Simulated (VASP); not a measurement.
# Rb2N3Cl: relaxation of cell and atoms with PBE

Crystal: Rb2N3Cl.

```
Rb N Cl
1.0
     5.10611    0.00000    0.00000
    -2.55306    4.42202    0.00000
     0.00000    0.00000    5.01334
Rb N Cl
2 3 1
Direct
  0.66667 0.33333 0.52833
  0.33333 0.66667 0.52833
  0.00000 0.50000 0.02833
  0.50000 0.00000 0.02833
  0.50000 0.50000 0.02833
  0.00000 0.00000 0.02833
```

The cell was generated, and may not be a known phase.

```
Program                : VASP 6.6.1
Task                   : relaxation of cell and atoms
Functional             : PBE
Potentials or basis    : VASP PAW PBE potentials, release 64 (Rb_sv, N, Cl)
Cutoff                 : 600 eV
k mesh                 : 9 × 9 × 8
Occupations            : gaussian, width 0.1 eV
Spin                   : no spin polarisation
Dipole correction      : no
Further INCAR settings : ALGO = Normal; EDIFF = 1e-06; IBRION = 2; EDIFFG = -0.01; NSW = 100; ISIF = 3
```

* Relaxed volume: 18.90 Å³/atom
* Relaxed cell: a = 5.109 Å, b = 5.109 Å, c = 5.016 Å, α = 90.00°, β = 90.00°, γ = 120.00°
* Space group after relaxing (to 0.1 Å): P6/mmm (No. 191)
* Energy gained by relaxing: 0.0 meV/atom
* Ionic steps: 2
* Pressure after relaxing: 0.0 GPa
* Band gap on the k mesh: zero (bands 20 and 21 overlap by 1.41 eV)

Final structure:
```
CELL_PARAMETERS angstrom
5.10934 0.00000 0.00000
-2.55467 4.42482 0.00000
0.00000 0.00000 5.01558
ATOMIC_POSITIONS crystal
Rb 0.66667 0.33333 0.52833
Rb 0.33333 0.66667 0.52833
N 0.00000 0.50000 0.02833
N 0.50000 0.00000 0.02833
N 0.50000 0.50000 0.02833
Cl 0.00000 0.00000 0.02833
```

Levels at points of the mesh, in eV from the Fermi level:
```csv
k point,band 16,band 17,band 18,band 19,band 20,band 21,band 22,band 23,band 24
"(0.00, 0.00, 0.00)",-3.43,-0.54,-0.54,-0.20,1.06,1.06,1.21,2.50,2.50
"(0.00, 0.00, 0.50)",-2.94,-1.11,0.13,0.13,1.01,1.01,1.22,2.50,2.50
```

It took 2.8 min on 1 thread of Intel(R) Xeon(R) 6975P-C (Granite Rapids) (shared host), peak memory 0.38 GiB.
